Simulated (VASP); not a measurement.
Here is a VASP 6.6.1 calculation.

File POSCAR:

```
NaCl
1.0
    0.0000000000      2.9706156143      2.7443320605
    2.9706156143      0.0000000000      2.7443320605
    2.9706156143      2.9706156143      0.0000000000
Na Cl
1 1
Direct
    0.0000000000      0.0000000000      0.0000000000
    0.5000000000      0.5000000000      0.5000000000
```

The input INCAR.step1:

```
  ALGO = Normal
  EDIFF = 1E-4
  ENCUT = 520
  GGA = PE
  ISMEAR = 0
  LASPH = T
  LCHARG = F
  LREAL = F
  LWAVE = T
  NBANDS = 14
  NELM = 100
  PREC = Accurate
  SIGMA = 0.01
```

INCAR.step2

```
  ALGO = Normal
  EDIFF = 1E-6
  ENCUT = 520
  ISIF = 2
  ISMEAR = 0
  ISTART = 1
  LASPH = T
  LCHARG = T
  LELF = T
  LMIXTAU = T
  LREAL = F
  LVHAR = T
  LWAVE = F
  METAGGA = R2SCAN
  NBANDS = 14
  NELM = 100
  PREC = Accurate
  SIGMA = 0.01
```

File KPOINTS:

```
k-points
0
Gamma
  8 8 8
```

Potentials or basis: VASP PAW PBE potentials, release 64 (Na_pv, Cl).

Command:

```console
$ cat potpaw_PBE.64/Na_pv/POTCAR potpaw_PBE.64/Cl/POTCAR > POTCAR
$ cp INCAR.step1 INCAR
$ mpirun -np 1 vasp_std > vasp.out
$ cp INCAR.step2 INCAR
$ mpirun -np 1 vasp_std > vasp.out
```

Predict the pressure.

-1.9 GPa.

Predict the band gap on the k mesh.

5.60 eV.

Stress tensor (GPa, compression positive):
```
-2.80  0.00  0.00
 0.00 -2.80  0.00
 0.00  0.00 -0.24
```

Caveat: the cell differs from its parent crystal (epitaxial xy strain +6.0%); the PAW data sets were made with another functional, which shifts forces and pressure a little. A k mesh can miss the band edges.
